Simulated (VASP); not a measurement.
# HfC (I4/mmm) in VASP: notebook, part 2 of 2

VASP 6.6.1. Earlier steps stand in the parts before.

## (3) Single point, PBE (equal xx and yy strain of +3 %)

Contents of INCAR:

```
SYSTEM = HfC
ALGO = Normal
EDIFF = 1E-6
ENCUT = 520
GGA = PE
ISIF = 2
ISMEAR = -1
LASPH = .TRUE.
LCHARG = .FALSE.
LREAL = .FALSE.
LWAVE = .FALSE.
NBANDS = 14
NELM = 60
PREC = Accurate
SIGMA = 0.05
```

Contents of KPOINTS:

```
k-points
0
G
  15 15 15
  0 0 0
```

Contents of POSCAR:

```
HfC
1.0
    0.0000000000      2.3947500000      2.3250000000
    2.3947500000      0.0000000000      2.3250000000
    2.3947500000      2.3947500000      0.0000000000
Hf C
1 1
Direct
    0.5000000000      0.5000000000      0.5000000000
    0.0000000000      0.0000000000      0.0000000000
```

Potentials or basis: VASP PAW PBE potentials, release 64 (Hf_pv, C).

Run with:

```
cat potpaw_PBE.64/Hf_pv/POTCAR potpaw_PBE.64/C/POTCAR > POTCAR
mpirun -np 1 vasp_std > vasp.out
```

OUTCAR:

```text
SYSTEM = HfC
   EDIFF = 1E-6
   ENCUT = 520
   GGA = PE
   ISIF = 2
   ISMEAR = -1
   LASPH = .TRUE.
   LREAL = .FALSE.
   NELM = 60
   PREC = Accurate

 ion  position               nearest neighbor table
   1  0.500  0.500  0.500-   2 2.33   2 2.33   2 2.39   2 2.39   2 2.39   2 2.39
   2  0.000  0.000  0.000-   1 2.33   1 2.33   1 2.39   1 2.39   1 2.39   1 2.39

  LATTYP: Found a body centered tetragonal cell.
 ALAT       =     3.3866879285
 C/A-ratio  =     1.3730228761

  Lattice vectors:

 A1 = (   0.0000000000,  -2.3947500000,  -2.3250000000)
 A2 = (   0.0000000000,   2.3947500000,  -2.3250000000)
 A3 = (   2.3947500000,   0.0000000000,   2.3250000000)

Analysis of symmetry for initial positions (statically):
=====================================================================
 Subroutine PRICEL returns:
 Original cell was already a primitive cell.

 Routine SETGRP: Setting up the symmetry group for a
 body centered tetragonal supercell.

 Subroutine GETGRP returns: Found 16 space group operations
 (whereof 16 operations were pure point group operations)
 out of a pool of 16 trial point group operations.

The static configuration has the point symmetry D_4h.

Analysis of symmetry for dynamics (positions and initial velocities):
=====================================================================
 Subroutine PRICEL returns:
 Original cell was already a primitive cell.

 Routine SETGRP: Setting up the symmetry group for a
 body centered tetragonal supercell.

 Subroutine GETGRP returns: Found 16 space group operations
 (whereof 16 operations were pure point group operations)
 out of a pool of 16 trial point group operations.

The dynamic configuration has the point symmetry D_4h.

 Subroutine INISYM returns: Found 16 space group operations
 (whereof 16 operations are pure point group operations),
 and found     1 'primitive' translations

----------------------------------------------------------------------------------------

                                     Primitive cell

  volume of cell :      26.6669

  direct lattice vectors                    reciprocal lattice vectors
     0.000000000  2.394750000  2.325000000    -0.208790062  0.208790062  0.215053763
     2.394750000  0.000000000  2.325000000     0.208790062 -0.208790062  0.215053763
     2.394750000  2.394750000  0.000000000     0.208790062  0.208790062 -0.215053763

  length of vectors
     3.337731649  3.337731649  3.386687928     0.365287148  0.365287148  0.365287148

  position of ions in fractional coordinates (direct lattice)
     0.500000000  0.500000000  0.500000000
     0.000000000  0.000000000  0.000000000

  ion indices of the primitive-cell ions
   primitive index   ion index
                 1           1
                 2           2

----------------------------------------------------------------------------------------

 KPOINTS: k-points

Automatic generation of k-mesh.
 Grid dimensions read from file:
 generate k-points for:   15   15   15

 Generating k-lattice:

  Cartesian coordinates                     Fractional coordinates (reciprocal lattice)
    -0.013919337  0.013919337  0.014336918     0.066666667  0.000000000  0.000000000
     0.013919337 -0.013919337  0.014336918     0.000000000  0.066666667  0.000000000
     0.013919337  0.013919337 -0.014336918     0.000000000  0.000000000  0.066666667

  Length of vectors
     0.024352477  0.024352477  0.024352477

  Shift w.r.t. Gamma in fractional coordinates (k-lattice)
     0.000000000  0.000000000  0.000000000

 Subroutine IBZKPT returns following result:
 ===========================================

 Found    288 irreducible k-points:

 Following reciprocal coordinates:
            Coordinates               Weight
  0.000000  0.000000  0.000000      1.000000
  0.066667 -0.000000  0.000000      8.000000
  0.133333 -0.000000  0.000000      8.000000
  0.200000  0.000000  0.000000      8.000000
  0.266667 -0.000000  0.000000      8.000000
  0.333333 -0.000000  0.000000      8.000000
[... 16 lines left out ...]
  0.133333  0.133333  0.000000      2.000000
  0.200000  0.133333  0.000000      8.000000
 [... further k-points ...]
   k-points           NKPTS =    288   k-points in BZ     NKDIM =    288   number of bands    NBANDS=     14
   number of dos      NEDOS =    301   number of ions     NIONS =      2
   total plane-waves  NPLWV =  21952
   dimension x,y,z NGX =    28 NGY =   28 NGZ =   28
   dimension x,y,z NGXF=    56 NGYF=   56 NGZF=   56
   ions per type =               1   1
   NGX,Y,Z   is equivalent  to a cutoff of  13.95, 13.95, 13.74 a.u.
   NGXF,Y,Z  is equivalent  to a cutoff of  27.89, 27.89, 27.49 a.u.
 SYSTEM =  HfC
   PREC   = accura    normal or accurate (medium, high low for compatibility)
   ISTART =      0    job   : 0-new  1-cont  2-samecut
   ICHARG =      2    charge: 1-file 2-atom 10-const
   ISPIN  =      1    spin polarized calculation?
   LNONCOLLINEAR =      F non collinear calculations
   LSORBIT =      F    spin-orbit coupling
   LASPH  =      T    aspherical Exc in radial PAW
   ENCUT  =  520.0 eV  38.22 Ry    6.18 a.u.   6.21  6.21  6.30*2*pi/ulx,y,z
   NELM   =     60;   NELMIN=  2; NELMDL= -5     # of ELM steps
   EDIFF  = 0.1E-05   stopping-criterion for ELM
   LREAL  =      F    real-space projection
   EDIFFG = 0.1E-04   stopping-criterion for IOM
   NSW    =      0    number of steps for IOM
   IBRION =     -1    ionic relax: 0-MD 1-quasi-New 2-CG
   NFREE  =      0    steps in history (QN), initial steepest desc. (CG)
   ISIF   =      2    stress and relaxation
   ISYM   =      2    0-nonsym 1-usesym 2-fastsym
   POTIM  = 0.5000    time-step for ionic-motion
   TEBEG  =    0.0;   TEEND  =   0.0 temperature during run
   PSTRESS=    0.0 pullay stress
   NELECT =      14.0000    total number of electrons
   NUPDOWN=      -1.0000    fix difference up-down
   EMIN   =  10.00;   EMAX   =-10.00  energy-range for DOS
   EFERMI =   0.00;   METHOD = LEGACY
   ISMEAR =    -1;   SIGMA  =   0.05  broadening in eV -4-tet -1-fermi 0-gaus
   EFERMI_NEDOS =   21; number of points for ismear=-14 and -15
   IALGO  =     38    algorithm
   IMIX   =      4    mixing-type and parameters
     AMIX     =   0.40;   BMIX     =  1.00
     AMIX_MAG =   1.60;   BMIX_MAG =  1.00
  volume/ion in A,a.u.               =      13.33        89.98
  Fermi-wavevector in a.u.,A,eV,Ry     =   1.320666  2.495697 23.730728  1.744159
  Thomas-Fermi vector in A             =   2.450476
   LORBIT       =      0    0 simple, 1 ext, 2 COOP (PROOUT), +10 PAW based schemes
   GGA     = PE    functional components
   LHFCALC =     F    Hartree Fock is set to
   AEXX    =    0.0000 exact exchange contribution
   IVDW    =     0    specifies the selected vdW correction
   LEPSILON=     F    determine dielectric tensor
   LRPA    =     F    only Hartree local field effects (RPA)
 non-spin polarized calculation
  energy-cutoff  :      520.00
  volume of cell :       26.67
 maximum number of plane-waves:       740
 NGX is ok and might be reduce to    28
   NGX = 13   NGY = 13   NGZ = 13

 number of electron      14.0000000 magnetization

 Free energy of the ion-electron system (eV)
  ---------------------------------------------------
  ext. energy  EPLUGINS =         0.00000000
  ---------------------------------------------------
  free energy    TOTEN  =       -20.96493233 eV

  energy without entropy =      -20.96238004  energy(sigma->0) =      -20.96365619

 E-fermi :   5.4974     XC(G=0): -11.9943

 val. band max:        5.4567714866   @ k =  -0.0667   0.0000   0.0667
 cond. band min:       5.4980947718   @ k =   0.0667   0.0667   0.0000
 fundamental gap:      0.0413232852
 Fermi energy:         5.4973955340

 k-point     1 :       0.0000    0.0000    0.0000
  band No.  band energies     occupation
      1     -24.3636      2.00000
      2     -24.3636      2.00000
      3     -24.3207      2.00000
      4      -6.5043      2.00000
      5       6.4355      0.00000
      6       6.4355      0.00000
      7       6.5613      0.00000
      8       6.7830      0.00000
      9       6.7830      0.00000
     10       7.0718      0.00000
     11       8.5296      0.00000
     12       8.8043      0.00000
     13      11.7608      0.00000
     14      16.3442      0.00000
[... 375 lines left out ...]
 k-point    24 :       0.2000    0.1333    0.0000
  band No.  band energies     occupation
      1     -24.4883      2.00000
      2     -24.4142      2.00000
      3     -24.3945      2.00000
      4      -5.6194      2.00000
      5       3.1744      2.00000
      6       4.7637      2.00000
      7       4.9561      1.99996
      8       6.3263      0.00000
      9       8.8028      0.00000
     10       9.1909      0.00000
     11       9.7669      0.00000
     12      10.9429      0.00000
     13      14.9634      0.00000
     14      18.6969      0.00000

 [... further k-points ...]
[... 5 lines left out ...]
  --------------------------------------------------------------------------------------
  -------------------------------------------------------------------------------------
  Total       -2.6113834     -2.6113834     -1.0549788      0.0000000      0.0000000      0.0000000
  in kB     -156.8945668   -156.8945668    -63.3842004      0.0000000      0.0000000      0.0000000
  external PRESSURE =    -125.7244447 kB  Pullay stress =       0.0000000 kB

 VOLUME and BASIS-vectors are now :
 -----------------------------------------------------------------------------
  energy-cutoff  :      520.00
  volume of cell :       26.67
      direct lattice vectors                 reciprocal lattice vectors
     0.000000000  2.394750000  2.325000000    -0.208790062  0.208790062  0.215053763
     2.394750000  0.000000000  2.325000000     0.208790062 -0.208790062  0.215053763
     2.394750000  2.394750000  0.000000000     0.208790062  0.208790062 -0.215053763

 POSITION                                       TOTAL-FORCE (eV/Angst)
 -----------------------------------------------------------------------------------
      2.39475      2.39475      2.32500        -0.000000      0.000000      0.000000
      0.00000      0.00000      0.00000         0.000000     -0.000000      0.000000
 -----------------------------------------------------------------------------------
    total drift:                                0.000000      0.000000      0.000000

  FREE ENERGIE OF THE ION-ELECTRON SYSTEM (eV)
  ---------------------------------------------------
  free  energy   TOTEN  =       -20.9649323280 eV

  energy  without entropy=      -20.9623800430  energy(sigma->0) =      -20.96365619
```

OSZICAR:

```text
N       E                     dE             d eps       ncg     rms          rms(c)
DAV:   1     0.226559176654E+02    0.22656E+02   -0.76467E+03  8080   0.974E+02
DAV:   2    -0.226312360382E+02   -0.45287E+02   -0.42395E+02 10508   0.198E+02
DAV:   3    -0.242132373896E+02   -0.15820E+01   -0.15765E+01  9708   0.268E+01
DAV:   4    -0.242209314691E+02   -0.76941E-02   -0.76936E-02  9332   0.232E+00
DAV:   5    -0.242209835910E+02   -0.52122E-04   -0.52122E-04  9796   0.172E-01    0.514E+01
DAV:   6    -0.210626885202E+02    0.31583E+01   -0.12503E+01  8784   0.182E+01    0.378E+01
DAV:   7    -0.209851838551E+02    0.77505E-01   -0.60578E-01  9918   0.532E+00    0.244E+01
DAV:   8    -0.209747680301E+02    0.10416E-01   -0.10933E-01  9270   0.259E+00    0.744E+00
DAV:   9    -0.209651706327E+02    0.95974E-02   -0.31158E-02  9060   0.108E+00    0.213E+00
DAV:  10    -0.209649363660E+02    0.23427E-03   -0.16319E-03 10118   0.295E-01    0.860E-02
DAV:  11    -0.209649323451E+02    0.40209E-05   -0.86462E-05  9402   0.749E-02    0.211E-02
DAV:  12    -0.209649323280E+02    0.17114E-07   -0.35316E-06 10228   0.162E-02
   1 F= -.20964932E+02 E0= -.20963656E+02  d E =-.255229E-02
```

Wall time 61 s (1 thread of AMD EPYC 9R45 (Zen 5), shared host); peak memory 0.22 GiB.

Results:

```
Free energy            : -20.9649 eV
Pressure               : -12.6 GPa
Band gap on the k mesh : zero (band 7 reaches 6.56 eV, above the bottom of band 8 at 4.98 eV)
```

Levels at points of the mesh, in eV from the Fermi level:
| k point | band 3 | band 4 | band 5 | band 6 | band 7 | band 8 | band 9 | band 10 | band 11 | band 12 |
| --- | --- | --- | --- | --- | --- | --- | --- | --- | --- | --- |
| (0.00, 0.00, 0.00) | -29.82 | -12.00 | 0.94 | 0.94 | 1.06 | 1.29 | 1.29 | 1.57 | 3.03 | 3.31 |

Caveat: the cell differs from its parent crystal (equal xx and yy strain of +3 %); spin-orbit coupling is left out, which moves the levels of the heavy elements.
